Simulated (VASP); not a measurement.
Input of a VASP 6.6.1 run:

INCAR

```
SYSTEM = HfW8C8Cl4
PREC     = Accurate       ! precision mode
ENCUT    = 520            ! plane-wave cutoff, eV
EDIFF    = 1E-7           ! SCF threshold, eV
ISMEAR   = 0              ! smearing method
SIGMA    = 0.15           ! smearing width, eV
LREAL    = Auto         
LASPH    = .TRUE.         ! aspherical terms in the spheres
NELM     = 80             ! most SCF steps
ALGO     = Normal         ! electronic algorithm
ISIF     = 2              ! what is computed and relaxed
LWAVE    = .FALSE.        ! write WAVECAR
LCHARG   = .FALSE.        ! write CHGCAR
GGA      = PS             ! functional
NBANDS   = 107            ! bands
```

The input KPOINTS:

```
Automatic mesh
0
G
  4 4 1
  0 0 0
```

POSCAR

```
HfW8C8Cl4
1.0
    5.7250800000      0.0000000000      0.0000000000
   -2.8625400000      4.9580650000      0.0000000000
    0.0000000000      0.0000000000     17.2106650000
W C Hf Cl
8 8 1 4
Direct
    0.0000000000      0.0000000000      0.0581035073
    0.0000871951      0.0000213793      0.2241990649
    0.0000000504      0.5000001008      0.0581035073
    0.0000936119      0.5000513305      0.2243221863
    0.5000000000      0.0000000000      0.0581035073
    0.5000623215      0.0000125049      0.2242947614
    0.5000000504      0.5000001008      0.0581035073
    0.5000710109      0.5000477001      0.2243500760
    0.3334000420      0.1667253253      0.1347624859
    0.3331825088      0.1664296454      0.2895793974
    0.3333490979      0.6666590696      0.1347936294
    0.3334049077      0.6668664086      0.2896618463
    0.8333613888      0.1666958783      0.1347652168
    0.8335387266      0.1666613891      0.2896801489
    0.8333198623      0.6666267990      0.1347702718
    0.8337395460      0.6670406701      0.2896103085
    0.0369894341      1.2528867613      0.5813375602
    0.4735211870      1.3368856600      0.5828609760
    0.1213675308      1.6896105638      0.5806901128
   -0.1786164479      1.0320203547      0.4695116081
   -0.1776108797      1.0397554288      0.6945265625
```

Potentials or basis: VASP PAW PBE potentials, release 64 (W_sv, C, Hf_pv, Cl).

The run is started by

```bash
$ cat potpaw_PBE.64/W_sv/POTCAR potpaw_PBE.64/C/POTCAR potpaw_PBE.64/Hf_pv/POTCAR potpaw_PBE.64/Cl/POTCAR > POTCAR
$ mpirun -np 1 vasp_std > vasp.out
```

Q: What does it give for the band gap on the k mesh?

A: Zero (bands 91 and 92 overlap by 0.70 eV).

Q: Estimate the largest force.

A: 0.106 eV/Å.

Forces in eV/Å, atoms in the order of the input:
```
W    0.000  0.001 -0.076
W    0.000  0.002 -0.049
W    0.002  0.000 -0.061
W    0.001  0.002 -0.046
W    0.003  0.000 -0.064
W    0.003  0.002 -0.048
W    0.000  0.002 -0.064
W    0.003  0.002 -0.045
C    0.001  0.000  0.013
C   -0.002 -0.001  0.105
C    0.000  0.000  0.011
C   -0.001 -0.001  0.106
C    0.000  0.000  0.011
C   -0.002 -0.003  0.104
C    0.000  0.000  0.012
C   -0.003 -0.003  0.103
Hf   0.017  0.012  0.003
Cl  -0.096  0.001 -0.005
Cl   0.048 -0.095 -0.007
Cl   0.005  0.044  0.073
Cl   0.020  0.036 -0.076
```

Caveat: there is no dipole correction, which matters where the two faces differ; the PAW data sets were made with another functional, which shifts forces and pressure a little; spin-orbit coupling is left out, which moves the levels of the heavy elements.
